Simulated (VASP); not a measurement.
# Be (P6_3/mmc) in VASP: notebook, part 2 of 2

VASP 6.6.1.

## Step 3: Relaxation of cell and atoms, LDA

The input, INCAR:

```
  ALGO = Normal
  EDIFF = 1E-6
  EDIFFG = -0.005
  ENCUT = 600
  IBRION = 2
  ISIF = 3
  ISMEAR = 0
  LASPH = T
  LCHARG = F
  LREAL = F
  LWAVE = F
  NELM = 100
  NSW = 100
  PREC = Accurate
  SIGMA = 0.1
```

The input, KPOINTS:

```
k-points
0
Gamma
  21 21 12
```

The input, POSCAR:

```
Be
1.0
    2.2356954626      0.0000000000      0.0000000000
   -1.1178477313      1.9361690657      0.0000000000
    0.0000000000      0.0000000000      3.4902611276
Be
2
Direct
    0.3333333333      0.6666666667      0.2500000000
    0.6666666667      0.3333333333      0.7500000000
```

Potentials or basis: VASP PAW LDA potentials, release 64 (Be).

Launch:

```
$ cat potpaw_LDA.64/Be/POTCAR > POTCAR
$ mpirun -np 1 vasp_std > vasp.out
```

OUTCAR:

```text
EDIFF = 1E-6
   EDIFFG = -0.005
   ENCUT = 600
   IBRION = 2
   ISIF = 3
   ISMEAR = 0
   LASPH = T
   LREAL = F
   NELM = 100
   NSW = 100
   PREC = Accurate

 ion  position               nearest neighbor table
   1  0.333  0.667  0.250-   2 2.17   2 2.17   2 2.17   2 2.17   2 2.17   2 2.17
   2  0.667  0.333  0.750-   1 2.17   1 2.17   1 2.17   1 2.17   1 2.17   1 2.17

  LATTYP: Found a hexagonal cell.
 ALAT       =     2.2356954626
 C/A-ratio  =     1.5611523063

  Lattice vectors:

 A1 = (   2.2356954626,   0.0000000000,   0.0000000000)
 A2 = (  -1.1178477313,   1.9361690657,   0.0000000000)
 A3 = (   0.0000000000,   0.0000000000,   3.4902611276)

Analysis of symmetry for initial positions (statically):
=====================================================================
 Subroutine PRICEL returns:
 Original cell was already a primitive cell.

 Routine SETGRP: Setting up the symmetry group for a
 hexagonal supercell.

 Subroutine GETGRP returns: Found 24 space group operations
 (whereof 12 operations were pure point group operations)
 out of a pool of 24 trial point group operations.

The static configuration has the point symmetry D_3d.
 The point group associated with its full space group is D_6h.

Analysis of symmetry for dynamics (positions and initial velocities):
=====================================================================
 Subroutine PRICEL returns:
 Original cell was already a primitive cell.

 Routine SETGRP: Setting up the symmetry group for a
 hexagonal supercell.

 Subroutine GETGRP returns: Found 24 space group operations
 (whereof 12 operations were pure point group operations)
 out of a pool of 24 trial point group operations.

The dynamic configuration has the point symmetry D_3d.
 The point group associated with its full space group is D_6h.

 Subroutine INISYM returns: Found 24 space group operations
 (whereof 12 operations are pure point group operations),
 and found     1 'primitive' translations

----------------------------------------------------------------------------------------

                                     Primitive cell

  volume of cell :      15.1082

  direct lattice vectors                    reciprocal lattice vectors
     2.235695463  0.000000000  0.000000000     0.447288111  0.258241911  0.000000000
    -1.117847731  1.936169066  0.000000000     0.000000000  0.516483822  0.000000000
     0.000000000  0.000000000  3.490261128     0.000000000  0.000000000  0.286511514

  length of vectors
     2.235695463  2.235695463  3.490261128     0.516483822  0.516483822  0.286511514

  position of ions in fractional coordinates (direct lattice)
     0.333333333  0.666666667  0.250000000
     0.666666667  0.333333333  0.750000000

  ion indices of the primitive-cell ions
   primitive index   ion index
                 1           1
                 2           2

----------------------------------------------------------------------------------------

 KPOINTS: k-points

Automatic generation of k-mesh.
[... 26 lines left out ...]
  0.142857 -0.000000  0.000000      6.000000
  0.190476 -0.000000  0.000000      6.000000
  0.238095  0.000000  0.000000      6.000000
[... 16 lines left out ...]
  0.142857  0.095238  0.000000     12.000000
  0.190476  0.095238  0.000000     12.000000
 [... further k-points ...]
   k-points           NKPTS =    336   k-points in BZ     NKDIM =    336   number of bands    NBANDS=      6
   number of dos      NEDOS =    301   number of ions     NIONS =      2
   total plane-waves  NPLWV =   9072
   dimension x,y,z NGX =    18 NGY =   18 NGZ =   28
   dimension x,y,z NGXF=    36 NGYF=   36 NGZF=   56
   ions per type =               2
   NGX,Y,Z   is equivalent  to a cutoff of  13.38, 13.38, 13.34 a.u.
   NGXF,Y,Z  is equivalent  to a cutoff of  26.77, 26.77, 26.67 a.u.
 SYSTEM =  unknown system
   PREC   = accura    normal or accurate (medium, high low for compatibility)
   ISTART =      0    job   : 0-new  1-cont  2-samecut
   ICHARG =      2    charge: 1-file 2-atom 10-const
   ISPIN  =      1    spin polarized calculation?
   LNONCOLLINEAR =      F non collinear calculations
   LSORBIT =      F    spin-orbit coupling
   LASPH  =      T    aspherical Exc in radial PAW
   ENCUT  =  600.0 eV  44.10 Ry    6.64 a.u.   4.47  4.47  6.97*2*pi/ulx,y,z
   NELM   =    100;   NELMIN=  2; NELMDL= -5     # of ELM steps
   EDIFF  = 0.1E-05   stopping-criterion for ELM
   LREAL  =      F    real-space projection
   EDIFFG = -.5E-02   stopping-criterion for IOM
   NSW    =    100    number of steps for IOM
   IBRION =      2    ionic relax: 0-MD 1-quasi-New 2-CG
   NFREE  =      1    steps in history (QN), initial steepest desc. (CG)
   ISIF   =      3    stress and relaxation
   ISYM   =      2    0-nonsym 1-usesym 2-fastsym
   POTIM  = 0.5000    time-step for ionic-motion
   TEBEG  =    0.0;   TEEND  =   0.0 temperature during run
   PSTRESS=    0.0 pullay stress
   NELECT =       4.0000    total number of electrons
   NUPDOWN=      -1.0000    fix difference up-down
   EMIN   =  10.00;   EMAX   =-10.00  energy-range for DOS
   EFERMI =   0.00;   METHOD = LEGACY
   ISMEAR =     0;   SIGMA  =   0.10  broadening in eV -4-tet -1-fermi 0-gaus
   EFERMI_NEDOS =   21; number of points for ismear=-14 and -15
   IALGO  =     38    algorithm
   IMIX   =      4    mixing-type and parameters
     AMIX     =   0.40;   BMIX     =  1.00
     AMIX_MAG =   1.60;   BMIX_MAG =  1.00
  volume/ion in A,a.u.               =       7.55        50.98
  Fermi-wavevector in a.u.,A,eV,Ry     =   1.051212  1.986502 15.035066  1.105046
  Thomas-Fermi vector in A             =   2.186246
   LORBIT       =      0    0 simple, 1 ext, 2 COOP (PROOUT), +10 PAW based schemes
   GGA     = CA    functional components
   LHFCALC =     F    Hartree Fock is set to
   AEXX    =    0.0000 exact exchange contribution
   IVDW    =     0    specifies the selected vdW correction
   LEPSILON=     F    determine dielectric tensor
   LRPA    =     F    only Hartree local field effects (RPA)
 conjugate gradient relaxation of ions
 non-spin polarized calculation
 Gauss-broadening in eV      SIGMA  =   0.10
  energy-cutoff  :      600.00
  volume of cell :       15.11
 maximum number of plane-waves:       530
 NGX is ok and might be reduce to    18
   NGX =  9   NGY =  9   NGZ = 13

--------------------------------------- Ionic step        1  -------------------------------------------

 number of electron       4.0000000 magnetization

 Free energy of the ion-electron system (eV)
  ---------------------------------------------------
  ext. energy  EPLUGINS =         0.00000000
  ---------------------------------------------------
  free energy    TOTEN  =        -8.41496999 eV

  energy without entropy =       -8.41348060  energy(sigma->0) =       -8.41422530

------------------------ aborting loop because EDIFF is reached ----------------------------------------

  FORCE on cell =-STRESS in cart. coord.  units (eV):
  Direction    XX          YY          ZZ          XY          YZ          ZX
  --------------------------------------------------------------------------------------
  -------------------------------------------------------------------------------------
  Total       -0.0902081     -0.0902081      0.3161798      0.0000000     -0.0000000      0.0000000
  in kB       -9.5662592     -9.5662592     33.5297972      0.0000000     -0.0000000      0.0000000
  external PRESSURE =       4.7990929 kB  Pullay stress =       0.0000000 kB
[... 131 lines left out ...]
--------------------------------------- Ionic step        5  -------------------------------------------

 number of electron       4.0000000 magnetization

 Free energy of the ion-electron system (eV)
  ---------------------------------------------------
  ext. energy  EPLUGINS =         0.00000000
  ---------------------------------------------------
  free energy    TOTEN  =        -8.41661365 eV

  energy without entropy =       -8.41521592  energy(sigma->0) =       -8.41591478

 E-fermi :   7.1605     XC(G=0): -10.7633

 val. band max:        7.1482833831   @ k =   0.3333   0.2857   0.3333
 cond. band min:       7.1963227864   @ k =   0.3333   0.2857   0.0833
 fundamental gap:      0.0480394033
 Fermi energy:         7.1605036080

 k-point     1 :       0.0000    0.0000    0.0000
  band No.  band energies     occupation
      1      -4.3107      2.00000
      2       2.4972      2.00000
      3       8.4458      0.00000
      4      23.4617      0.00000
      5      23.4617      0.00000
      6      26.3638      0.00000
[... 199 lines left out ...]
 k-point    24 :       0.1905    0.0952    0.0000
  band No.  band energies     occupation
      1      -2.4802      2.00000
      2       4.9467      2.00000
      3       8.6094      0.00000
      4      15.6358      0.00000
      5      17.9737      0.00000
      6      23.7471      0.00000

 [... further k-points ...]
[... 5 lines left out ...]
  --------------------------------------------------------------------------------------
  -------------------------------------------------------------------------------------
  Total        0.0001973      0.0001973     -0.0080929      0.0000000     -0.0000000      0.0000000
  in kB        0.0208718      0.0208718     -0.8559424      0.0000000     -0.0000000      0.0000000
  external PRESSURE =      -0.2713996 kB  Pullay stress =       0.0000000 kB
[... 17 lines left out ...]
  FREE ENERGIE OF THE ION-ELECTRON SYSTEM (eV)
  ---------------------------------------------------
  free  energy   TOTEN  =        -8.4166136487 eV

  energy  without entropy=       -8.4152159154  energy(sigma->0) =       -8.41591478

 reached required accuracy - stopping structural energy minimisation
```

OSZICAR:

```text
N       E                     dE             d eps       ncg     rms          rms(c)
DAV:   1    -0.303372178921E+01   -0.30337E+01   -0.19905E+03  4086   0.621E+02
DAV:   2    -0.844224127516E+01   -0.54085E+01   -0.51946E+01  6060   0.601E+01
DAV:   3    -0.847287099291E+01   -0.30630E-01   -0.30616E-01  5052   0.496E+00
[... 20 lines left out ...]
DAV:   2    -0.841660337926E+01    0.91455E-08   -0.26110E-08  2616   0.138E-03
   4 F= -.84166034E+01 E0= -.84159027E+01  d E =-.163339E-02
       N       E                     dE             d eps       ncg     rms          rms(c)
DAV:   1    -0.841661385736E+01   -0.10469E-04   -0.46160E-05  5118   0.715E-02    0.283E-03
DAV:   2    -0.841661364865E+01    0.20870E-06   -0.77418E-08  3912   0.301E-03
   5 F= -.84166136E+01 E0= -.84159148E+01  d E =-.102694E-04
```

It took 18 s on 1 thread of Intel Xeon 6975P-C (Granite Rapids), shared host; peak memory 0.14 GiB.

What came out:

```
Free energy                            : -8.4166 eV
Relaxed volume                         : 7.57 Å³/atom
Relaxed cell                           : a = 2.229 Å, b = 2.229 Å, c = 3.521 Å, α = 90.00°, β = 90.00°, γ = 120.00°
Space group after relaxing (to 0.05 Å) : P6_3/mmc (No. 194)
Energy gained by relaxing              : 0.8 meV/atom
Ionic steps                            : 5
Pressure after relaxing                : 0.0 GPa
Band gap on the k mesh                 : zero (band 2 reaches 8.10 eV, above the bottom of band 3 at 5.99 eV)
```

Stress tensor (GPa, compression positive):
```
 0.00  0.00  0.00
 0.00  0.00  0.00
 0.00  0.00 -0.09
```

Step by step:
```tsv
step	energy change (eV)	largest force (eV/Å)	pressure (GPa)	volume (Å³)
1	0.0000	0.0000	0.48	15.11
2	-0.0016	0.0000	-0.08	15.16
3	-0.0016	0.0000	-0.16	15.16
4	-0.0016	0.0000	-0.18	15.17
5	-0.0016	0.0000	-0.03	15.15
```

Final structure:
```
Be
1.0
     2.22891    0.00000    0.00000
    -1.11446    1.93030    0.00000
     0.00000    0.00000    3.52089
Be
2
Direct
  0.33333 0.66667 0.25000
  0.66667 0.33333 0.75000
```

Levels at points of the mesh, in eV from the Fermi level:
```
           k point  band 1  band 2  band 3  band 4  band 5  band 6
(0.00, 0.00, 0.00)  -11.47   -4.66    1.29   16.30   16.30   19.20
(0.00, 0.00, 0.50)   -9.32   -9.32   10.89   10.89   17.96   17.96
```
